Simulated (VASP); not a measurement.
A run of VASP 6.6.1 is set up as follows.

The input INCAR:

```
SYSTEM = TiAl
ALGO     = Normal         ! electronic algorithm
EDIFF    = 1E-7           ! SCF threshold, eV
ENCUT    = 520            ! plane-wave cutoff, eV
GGA      = PS             ! functional
ISIF     = 2              ! what is computed and relaxed
ISMEAR   = -1             ! smearing method
LASPH    = .True.         ! aspherical terms in the spheres
LCHARG   = .False.        ! write CHGCAR
LREAL    = .False.        ! projectors in reciprocal space
LWAVE    = .False.        ! write WAVECAR
NBANDS   = 14             ! bands
NELM     = 100            ! most SCF steps
PREC     = Accurate       ! precision mode
SIGMA    = 0.05           ! smearing width, eV
```

The input KPOINTS:

```
k-points
0
Gamma
  11 11 6
  0 0 0
```

File POSCAR:

```
TiAl
1.0
    2.6498860598      0.0000000000      0.0000000000
   -1.3249430299      2.2948686449      0.0000000000
    0.0000000000      0.0000000000      4.3986189886
Ti Al
1 1
Direct
    0.0000000000      0.0000000000      0.0000000000
    0.3333333333      0.6666666667      0.5000000000
```

Potentials or basis: VASP PAW PBE potentials, release 64 (Ti_sv, Al).

Launch:

```bash
$ cat potpaw_PBE.64/Ti_sv/POTCAR potpaw_PBE.64/Al/POTCAR > POTCAR
$ mpirun -np 1 vasp_std > vasp.out
```

Q: Predict the pressure.

A: 30.0 GPa.

Stress tensor (GPa, compression positive):
```
29.95  0.00  0.00
 0.00 29.95  0.00
 0.00  0.00 30.07
```

Caveat: the PAW data sets were made with another functional, which shifts forces and pressure a little.
